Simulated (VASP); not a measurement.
# Ti (P6/mmm) in VASP: notebook

Ti is run at these levels: r2SCAN; tasks: single point.

Everything below comes from runs of VASP 6.6.1. Logs are shortened: lines on timing, memory, paths and dates and some standing lists are left out, and cuts for length are marked.

### 1 The cell of the first run

The structure is hexagonal, space group P6/mmm (No. 191). The conventional cell has a = 4.600 Å, b = 4.600 Å, c = 2.820 Å, α = 90.00°, β = 90.00°, γ = 120.00°. Ti (site symmetry 6/mmm) has 14 Ti at 2.82 to 3.01 Å within 3.7 Å. Ti (site symmetry -6m2) has 11 Ti at 2.66 to 3.01 Å within 3.5 Å.

### 2 Single point, r2SCAN

Contents of POSCAR:

```
Ti
1.0
    4.6000000000      0.0000000000      0.0000000000
   -2.3000000000      3.9837170000      0.0000000000
    0.0000000000      0.0000000000      2.8200000000
Ti
3
Direct
    0.0000000000      0.0000000000      0.0000000000
    0.3333333333      0.6666666667      0.5000000000
    0.6666666667      0.3333333333      0.5000000000
```

Contents of INCAR.step1:

```
SYSTEM = Ti
PREC = Accurate ; ENCUT = 520
ISMEAR = 1 ; SIGMA = 0.5
LREAL = .False. ; LASPH = .True.
NELM = 80 ; NBANDS = 25
GGA = PE ; ALGO = Normal
EDIFF = 1E-4 ; LWAVE = .True.
LCHARG = .False.
```

Contents of INCAR.step2:

```
SYSTEM = Ti
PREC = Accurate ; ENCUT = 520
EDIFF = 1E-7 ; ISMEAR = 1
SIGMA = 0.5 ; LREAL = .False.
LASPH = .True. ; NELM = 80
ALGO = Normal ; ISIF = 2
LWAVE = .False. ; LCHARG = .False.
METAGGA = R2SCAN ; LMIXTAU = .True.
NBANDS = 25 ; ISTART = 1
```

Contents of KPOINTS:

```
regular mesh
0
Gamma
  7 7 10
  0 0 0
```

Potentials or basis: VASP PAW PBE potentials, release 64 (Ti_sv).

On the command line:

```sh
cat potpaw_PBE.64/Ti_sv/POTCAR > POTCAR
cp INCAR.step1 INCAR
mpirun -np 1 vasp_std > vasp.out
cp INCAR.step2 INCAR
mpirun -np 1 vasp_std > vasp.out
```

OUTCAR:

```text
SYSTEM = Ti
   PREC = Accurate
   ENCUT = 520
   EDIFF = 1E-7
   ISMEAR = 1
   LREAL = .False.
   LASPH = .True.
   NELM = 80
   ISIF = 2
   METAGGA = R2SCAN
   ISTART = 1

 ion  position               nearest neighbor table
   1  0.000  0.000  0.000-
   2  0.333  0.667  0.500-   3 2.66   3 2.66   3 2.66
   3  0.667  0.333  0.500-   2 2.66   2 2.66   2 2.66

  LATTYP: Found a hexagonal cell.
 ALAT       =     4.6000000000
 C/A-ratio  =     0.6130434783

  Lattice vectors:

 A1 = (   4.6000000000,   0.0000000000,   0.0000000000)
 A2 = (  -2.3000000000,   3.9837170000,   0.0000000000)
 A3 = (   0.0000000000,   0.0000000000,   2.8200000000)

Analysis of symmetry for initial positions (statically):
=====================================================================
 Subroutine PRICEL returns:
 Original cell was already a primitive cell.

 Routine SETGRP: Setting up the symmetry group for a
 hexagonal supercell.

 Subroutine GETGRP returns: Found 24 space group operations
 (whereof 24 operations were pure point group operations)
 out of a pool of 24 trial point group operations.

The static configuration has the point symmetry D_6h.

Analysis of symmetry for dynamics (positions and initial velocities):
=====================================================================
 Subroutine PRICEL returns:
 Original cell was already a primitive cell.

 Routine SETGRP: Setting up the symmetry group for a
 hexagonal supercell.

 Subroutine GETGRP returns: Found 24 space group operations
 (whereof 24 operations were pure point group operations)
 out of a pool of 24 trial point group operations.

The dynamic configuration has the point symmetry D_6h.

 Subroutine INISYM returns: Found 24 space group operations
 (whereof 24 operations are pure point group operations),
 and found     1 'primitive' translations

----------------------------------------------------------------------------------------

                                     Primitive cell

  volume of cell :      51.6768

  direct lattice vectors                    reciprocal lattice vectors
     4.600000000  0.000000000  0.000000000     0.217391304  0.125510924  0.000000000
    -2.300000000  3.983717000  0.000000000     0.000000000  0.251021847  0.000000000
     0.000000000  0.000000000  2.820000000     0.000000000  0.000000000  0.354609929

  length of vectors
     4.600000000  4.600000123  2.820000000     0.251021854  0.251021847  0.354609929

  position of ions in fractional coordinates (direct lattice)
     0.000000000  0.000000000  0.000000000
     0.333333333  0.666666667  0.500000000
     0.666666667  0.333333333  0.500000000

  ion indices of the primitive-cell ions
   primitive index   ion index
                 1           1
                 2           2
                 3           3

----------------------------------------------------------------------------------------

 KPOINTS: regular mesh

Automatic generation of k-mesh.
 Grid dimensions read from file:
 generate k-points for:    7    7   10

 Generating k-lattice:

  Cartesian coordinates                     Fractional coordinates (reciprocal lattice)
     0.031055901  0.017930132  0.000000000     0.142857143  0.000000000  0.000000000
     0.000000000  0.035860264  0.000000000     0.000000000  0.142857143  0.000000000
     0.000000000  0.000000000  0.035460993     0.000000000  0.000000000  0.100000000

  Length of vectors
     0.035860265  0.035860264  0.035460993

  Shift w.r.t. Gamma in fractional coordinates (k-lattice)
     0.000000000  0.000000000  0.000000000

 Subroutine IBZKPT returns following result:
 ===========================================

 Found     48 irreducible k-points:

 Following reciprocal coordinates:
            Coordinates               Weight
  0.000000  0.000000  0.000000      1.000000
  0.142857  0.000000  0.000000      6.000000
  0.285714  0.000000  0.000000      6.000000
  0.428571  0.000000  0.000000      6.000000
  0.142857  0.142857  0.000000      6.000000
  0.285714  0.142857  0.000000     12.000000
[... 16 lines left out ...]
  0.428571  0.142857  0.200000     12.000000
  0.285714  0.285714  0.200000     12.000000
 [... further k-points ...]
   k-points           NKPTS =     48   k-points in BZ     NKDIM =     48   number of bands    NBANDS=     25
   number of dos      NEDOS =    301   number of ions     NIONS =      3
   total plane-waves  NPLWV =  31104
   dimension x,y,z NGX =    36 NGY =   36 NGZ =   24
   dimension x,y,z NGXF=    72 NGYF=   72 NGZF=   48
   ions per type =               3
   NGX,Y,Z   is equivalent  to a cutoff of  13.01, 13.01, 14.15 a.u.
   NGXF,Y,Z  is equivalent  to a cutoff of  26.02, 26.02, 28.30 a.u.
 SYSTEM =  Ti
   PREC   = accura    normal or accurate (medium, high low for compatibility)
   ISTART =      1    job   : 0-new  1-cont  2-samecut
   ICHARG =      0    charge: 1-file 2-atom 10-const
   ISPIN  =      1    spin polarized calculation?
   LNONCOLLINEAR =      F non collinear calculations
   LSORBIT =      F    spin-orbit coupling
   LASPH  =      T    aspherical Exc in radial PAW
   ENCUT  =  520.0 eV  38.22 Ry    6.18 a.u.   8.55  8.55  5.24*2*pi/ulx,y,z
   NELM   =     80;   NELMIN=  2; NELMDL=  0     # of ELM steps
   EDIFF  = 0.1E-06   stopping-criterion for ELM
   LREAL  =      F    real-space projection
   EDIFFG = 0.1E-05   stopping-criterion for IOM
   NSW    =      0    number of steps for IOM
   IBRION =     -1    ionic relax: 0-MD 1-quasi-New 2-CG
   NFREE  =      0    steps in history (QN), initial steepest desc. (CG)
   ISIF   =      2    stress and relaxation
   ISYM   =      2    0-nonsym 1-usesym 2-fastsym
   POTIM  = 0.5000    time-step for ionic-motion
   TEBEG  =    0.0;   TEEND  =   0.0 temperature during run
   PSTRESS=    0.0 pullay stress
   NELECT =      36.0000    total number of electrons
   NUPDOWN=      -1.0000    fix difference up-down
   EMIN   =  10.00;   EMAX   =-10.00  energy-range for DOS
   EFERMI =   0.00;   METHOD = LEGACY
   ISMEAR =     1;   SIGMA  =   0.50  broadening in eV -4-tet -1-fermi 0-gaus
   EFERMI_NEDOS =   21; number of points for ismear=-14 and -15
   IALGO  =     38    algorithm
   IMIX   =      4    mixing-type and parameters
     AMIX     =   0.40;   BMIX     =  1.00
     AMIX_MAG =   1.60;   BMIX_MAG =  1.00
  volume/ion in A,a.u.               =      17.23       116.24
  Fermi-wavevector in a.u.,A,eV,Ry     =   1.451255  2.742475 28.655806  2.106142
  Thomas-Fermi vector in A             =   2.568774
   LORBIT       =      0    0 simple, 1 ext, 2 COOP (PROOUT), +10 PAW based schemes
   METAGGA = R2SCAN    functional components
   LHFCALC =     F    Hartree Fock is set to
   AEXX    =    0.0000 exact exchange contribution
   IVDW    =     0    specifies the selected vdW correction
   LEPSILON=     F    determine dielectric tensor
   LRPA    =     F    only Hartree local field effects (RPA)
 non-spin polarized calculation
 Methfessel and Paxton  Order N= 1 SIGMA  =   0.50
  energy-cutoff  :      520.00
  volume of cell :       51.68
 maximum number of plane-waves:      1420
 NGX is ok and might be reduce to    36
   NGX = 17   NGY = 17   NGZ = 11

 number of electron      35.9999981 magnetization

 Free energy of the ion-electron system (eV)
  ---------------------------------------------------
  ext. energy  EPLUGINS =         0.00000000
  ---------------------------------------------------
  free energy    TOTEN  =       -38.86647816 eV

  energy without entropy =      -38.94058246  energy(sigma->0) =      -38.89117959

 E-fermi :   8.3302     XC(G=0): -12.4414

 val. band max:        8.2904673193   @ k =   0.2857   0.2857   0.0000
 cond. band min:       8.3302133457   @ k =   0.0000   0.0000   0.0000
 fundamental gap:      0.0397460264
 Fermi energy:         8.3301908699

 k-point     1 :       0.0000    0.0000    0.0000
  band No.  band energies     occupation
      1     -50.8925      2.00000
      2     -50.6624      2.00000
      3     -50.5075      2.00000
      4     -26.1541      2.00000
      5     -26.1540      2.00000
      6     -26.0887      2.00000
[... 17 lines left out ...]
     24      10.3603     -0.00000
     25      10.4837     -0.00000

 k-point     2 :       0.1429    0.0000    0.0000
  band No.  band energies     occupation
      1     -50.8894      2.00000
      2     -50.6582      2.00000
      3     -50.5152      2.00000
      4     -26.2216      2.00000
      5     -26.2015      2.00000
      6     -26.0190      2.00000
[... 17 lines left out ...]
     24      10.1104     -0.00001
     25      10.8558     -0.00000

 k-point     3 :       0.2857    0.0000    0.0000
  band No.  band energies     occupation
      1     -50.8826      2.00000
      2     -50.6451      2.00000
      3     -50.5357      2.00000
      4     -26.2942      2.00000
      5     -26.2023      2.00000
      6     -25.9413      2.00000
[... 17 lines left out ...]
     24      10.4072     -0.00000
     25      11.2743     -0.00000

 k-point     4 :       0.4286    0.0000    0.0000
  band No.  band energies     occupation
      1     -50.8774      2.00000
      2     -50.6271      2.00000
      3     -50.5593      2.00000
      4     -26.3348      2.00000
      5     -26.1424      2.00000
      6     -25.9491      2.00000
[... 17 lines left out ...]
     24      10.8145     -0.00000
     25      11.0043     -0.00000

 k-point     5 :       0.1429    0.1429    0.0000
  band No.  band energies     occupation
      1     -50.8845      2.00000
      2     -50.6493      2.00000
      3     -50.5295      2.00000
      4     -26.2489      2.00000
      5     -26.2399      2.00000
      6     -25.9733      2.00000
[... 17 lines left out ...]
     24      10.2627     -0.00000
     25      11.2181     -0.00000

 k-point     6 :       0.2857    0.1429    0.0000
  band No.  band energies     occupation
      1     -50.8786      2.00000
      2     -50.6317      2.00000
      3     -50.5534      2.00000
      4     -26.2900      2.00000
      5     -26.2028      2.00000
      6     -25.9817      2.00000
[... 17 lines left out ...]
     24      10.7433     -0.00000
     25      10.9886     -0.00000
[... 393 lines left out ...]
 k-point    21 :       0.1429    0.1429    0.2000
  band No.  band energies     occupation
      1     -50.8614      2.00000
      2     -50.6313      2.00000
      3     -50.5097      2.00000
      4     -26.2105      2.00000
      5     -26.1873      2.00000
      6     -25.9904      2.00000
[... 17 lines left out ...]
     24      10.2299     -0.00000
     25      11.2847     -0.00000

 k-point    22 :       0.2857    0.1429    0.2000
  band No.  band energies     occupation
      1     -50.8575      2.00000
      2     -50.6119      2.00000
      3     -50.5335      2.00000
      4     -26.2417      2.00000
      5     -26.1727      2.00000
      6     -26.0234      2.00000
[... 17 lines left out ...]
     24      10.6702     -0.00000
     25      10.9836     -0.00000

 k-point    23 :       0.4286    0.1429    0.2000
  band No.  band energies     occupation
      1     -50.8559      2.00000
      2     -50.5967      2.00000
      3     -50.5504      2.00000
      4     -26.2548      2.00000
      5     -26.1288      2.00000
      6     -26.0773      2.00000
[... 17 lines left out ...]
     24      10.8372     -0.00000
     25      11.1660     -0.00000

 k-point    24 :       0.2857    0.2857    0.2000
  band No.  band energies     occupation
      1     -50.8556      2.00000
      2     -50.5894      2.00000
      3     -50.5581      2.00000
      4     -26.2062      2.00000
      5     -26.1684      2.00000
      6     -26.1057      2.00000
[... 17 lines left out ...]
     24      11.0287     -0.00000
     25      11.1137     -0.00000

 [... further k-points ...]
[... 5 lines left out ...]
  --------------------------------------------------------------------------------------
  -------------------------------------------------------------------------------------
  Total       -0.6840672     -0.6840672      0.1755123      0.0000000      0.0000000      0.0000000
  in kB      -21.2086934    -21.2086950      5.4415507      0.0000000      0.0000000      0.0000000
  external PRESSURE =     -12.3252792 kB  Pullay stress =       0.0000000 kB

 VOLUME and BASIS-vectors are now :
 -----------------------------------------------------------------------------
  energy-cutoff  :      520.00
  volume of cell :       51.68
      direct lattice vectors                 reciprocal lattice vectors
     4.600000000  0.000000000  0.000000000     0.217391304  0.125510924  0.000000000
    -2.300000000  3.983717000  0.000000000     0.000000000  0.251021847  0.000000000
     0.000000000  0.000000000  2.820000000     0.000000000  0.000000000  0.354609929

 POSITION                                       TOTAL-FORCE (eV/Angst)
 -----------------------------------------------------------------------------------
      0.00000      0.00000      0.00000         0.000000      0.000000      0.000000
     -0.00000      2.65581      1.41000        -0.000000      0.000000     -0.000000
      2.30000      1.32791      1.41000         0.000000     -0.000000      0.000000
 -----------------------------------------------------------------------------------
    total drift:                                0.000000      0.000000     -0.000000

  FREE ENERGIE OF THE ION-ELECTRON SYSTEM (eV)
  ---------------------------------------------------
  free  energy   TOTEN  =       -38.8664781559 eV

  energy  without entropy=      -38.9405824559  energy(sigma->0) =      -38.89117959
```

It took 3.9 min on 1 thread of AMD EPYC 9R45 (Zen 5), shared host; peak memory 0.17 GiB.

What came out:

```yaml
Free_energy: -38.8665 eV
Pressure: -1.2 GPa
Band_gap_on_the_k_mesh: zero (band 18 reaches 8.54 eV, above the bottom of band 19 at 8.33 eV)
```

Stress tensor (GPa, compression positive):
```
-2.12  0.00  0.00
 0.00 -2.12  0.00
 0.00  0.00  0.54
```

Caveat: the PAW data sets were made with another functional, which shifts forces and pressure a little.

[end of part 1 of 2]
